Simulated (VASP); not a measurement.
Runs of VASP 6.6.1 on Ge. The structure is that of space group Fm-3m (No. 225), or close to it. The cells are those of the table. 

```tsv
cell	k mesh	gap on the mesh (eV)	pressure (GPa)
a = 3.047 Å, angles 60.0°, 1 atom	15 × 15 × 15	none	-1.2
a = 2.965 Å, angles 60.0°, 1 atom	15 × 15 × 15	none	(a)
a = 2.986 Å, angles 60.0°, 1 atom	22 × 22 × 22	none	2.7
a = 3.047 Å, angles 60.0°, 1 atom	22 × 22 × 22	none	-1.2
a = 3.086 Å, angles 60.0°, 1 atom	44 × 44 × 44	none	-3.5
a = 3.067 Å, angles 60.0°, 1 atom	22 × 22 × 22	none	-2.4
a = 3.086 Å, angles 60.0°, 1 atom	15 × 15 × 15	none	(b)
a = 3.007 Å, angles 60.0°, 1 atom	22 × 22 × 22	none	1.2
a = 2.986 Å, angles 60.0°, 1 atom	15 × 15 × 15	none	(c)
a = 3.047 Å, angles 60.0°, 1 atom	44 × 44 × 44	none	-1.4
a = 3.086 Å, angles 60.0°, 1 atom	22 × 22 × 22	none	-3.4
a = 3.027 Å, angles 60.0°, 1 atom	22 × 22 × 22	none	0.0
```

Alike in all rows: task single point; level PBE; potentials or basis VASP PAW PBE potentials, release 64 (Ge_d); no spin polarisation; cutoff (eV) 520; smearing fermi-dirac 0.0612256 eV.

**Question.** Fill in the values left out.

**Answer.** (a) 4.5; (b) -3.2; (c) 2.9.

A k mesh can miss the band edges, and the runs leave out spin-orbit coupling on Ge.

A gap of «none» marks levels without a gap at the run's occupations.
